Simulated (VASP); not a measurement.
Set up this calculation in VASP 6.6.1, as the native input.

```
Task                   : single point
Functional             : PBE
Potentials or basis    : VASP PAW PBE potentials, release 64 (Si, P)
Cutoff                 : 500 eV
k mesh                 : 4 × 4 × 4
Occupations            : gaussian, width 0.2 eV
Spin                   : no spin polarisation
Dipole correction      : no
Further INCAR settings : ALGO = Normal; EDIFF = 1e-06; NBANDS = 24
```

The structure of SiP5 lies in POSCAR:

```
SiP5
1.0
    0.0000000000      3.5676754037      3.5676754037
    3.5676754037      0.0000000000      3.5676754037
    3.5676754037      3.5676754037      0.0000000000
Si P
1 5
Direct
    0.0000000000      0.0000000000      0.0000000000
    0.1259432192      0.6246855936      0.6246855936
    0.6246855936      0.6246855936      0.6246855936
    0.6246855936      0.1259432192      0.6246855936
    0.6246855936      0.6246855936      0.1259432192
    0.2500000000      0.2500000000      0.2500000000
```

The input as run:

INCAR

```
  PREC = Accurate
  ENCUT = 500
  EDIFF = 1E-6
  ISMEAR = 0
  SIGMA = 0.2
  LREAL = False
  LASPH = True
  NELM = 120
  ALGO = Normal
  ISIF = 2
  LWAVE = False
  LCHARG = False
  GGA = PE
  NBANDS = 24
  GGA_COMPAT = False
```

KPOINTS

```
regular mesh
0
Gamma
  4 4 4
```

Potentials or basis: VASP PAW PBE potentials, release 64 (Si, P).

Command:

```bash
$ cat potpaw_PBE.64/Si/POTCAR potpaw_PBE.64/P/POTCAR > POTCAR
$ mpirun -np 1 vasp_std > vasp.out
```

Results of the run:

```
Pressure      : -0.4 GPa
Largest force : 0.046 eV/Å
```

Caveat: the k points lie up to 0.38 Å⁻¹ apart.

Wall time 40 s on 1 thread of Intel Xeon 8259CL, on a shared host, peak memory 0.23 GiB.
